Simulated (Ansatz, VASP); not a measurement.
# GaSe4: VASP beside Ansatz

```xyz
10
Lattice="3.7886 0.0000 0.0000 -1.8943 3.2811 0.0000 0.0000 0.0000 22.1316" Properties=species:S:1:pos:R:3 pbc="T T T"
Ga    0.0000    0.0000    1.2308
Ga    0.0000    0.0000   20.9008
Se    0.0000    2.1874    2.4126
Se    1.8943    1.0937   19.7189
Se    0.0000    2.1874   15.7977
Se    0.0000    0.0000   14.2461
Se    0.0000    0.0000    7.8855
Se    0.0000    2.1874    9.4405
Se    1.8943    1.0937   12.6911
Se    1.8943    1.0937    6.3339
```

Alike in both runs: functional PBE; k mesh 12 × 12 × 2; no spin polarisation.

Ansatz relaxed the structure, and its values are those at the end. VASP's run is a single point on that final structure, the one shown.

|  | VASP | Ansatz |
| --- | --- | --- |
| version | VASP 6.6.1 | Ansatz 0.2.0 |
| potentials or method | VASP PAW PBE potentials, release 64 (Ga_d, Se), cutoff 520 eV | scalar-relativistic, plane waves, PAW |
| occupations | gaussian, width 0.01 eV | fixed |
| valence electrons in the cell | 74 | 154 |

|  | VASP | Ansatz | Ansatz less VASP |
| --- | --- | --- | --- |
| gap on the k mesh at the Fermi level (eV) | 0.41 | 0.42 | +0.006 |
| least direct gap on the mesh (eV) | 0.57 | 0.58 | +0.005 |
| pressure (GPa) | 0.1 | 0.0 | -0.07 |
| rms of the force components (eV/Å) | 0.009 | 0.000 | -0.0087 |

VASP's potentials hold 74 valence electrons a cell and Ansatz's 154, so a difference there can come from the potentials and not from the codes.
